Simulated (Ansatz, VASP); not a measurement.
**Sr: VASP beside Ansatz**

File INCAR:

```
PREC = Accurate
ENCUT = 520
EDIFF = 1E-6
ISMEAR = -1
SIGMA = 0.05
LREAL = F
LASPH = T
NELM = 60
ALGO = Normal
ISIF = 2
LWAVE = F
LCHARG = F
GGA = PE
NBANDS = 11
```

File KPOINTS:

```
Automatic mesh
0
Gamma
  10 10 10
```

POSCAR

```
Sr
1.0
    3.5431732066      0.0000000000      0.0000000000
    0.0000000000      3.5431732066      0.0000000000
    0.0000000000      0.0000000000      3.5431732066
Sr
1
Direct
    0.0000000000      0.0000000000      0.0000000000
```

Input for Ansatz:

```yaml
crystal:
  lattice:
    - [3.5431732066, 0.0, 0.0]
    - [0.0, 3.5431732066, 0.0]
    - [0.0, 0.0, 3.5431732066]
  atoms:
    - { symbol: Sr, position: [0.0, 0.0, 0.0] }
kpoints:
  mp_grid: { grid: [10, 10, 10] }
scf:
  occupations: { method: fermi_dirac, width: 0.05 }
hamiltonian:
  xc: pbe
  pseudopotentials: { kind: all_electron, lapw: { basis_error: 0.001 } }
output:
  forces: true
  stress: true
  eigenvalues: true
  populations: true
```

Change from the starting cell: volume scaled by 0.78, LAPW.

Alike in both runs: task single point; functional PBE; k mesh 10 × 10 × 10; occupations fermi-dirac, width 0.05 eV; no spin polarisation.

```csv
,VASP,Ansatz
version,VASP 6.6.1,Ansatz 0.2.0
potentials or method,"VASP PAW PBE potentials, release 64 (Sr_sv), cutoff 520 eV","all-electron LAPW, scalar-relativistic"
```

|  | VASP | Ansatz | Ansatz less VASP |
| --- | --- | --- | --- |
| pressure (GPa) | 2.8 | 2.8 | -0.02 |

Ansatz ran all-electron here, and VASP with PAW potentials.
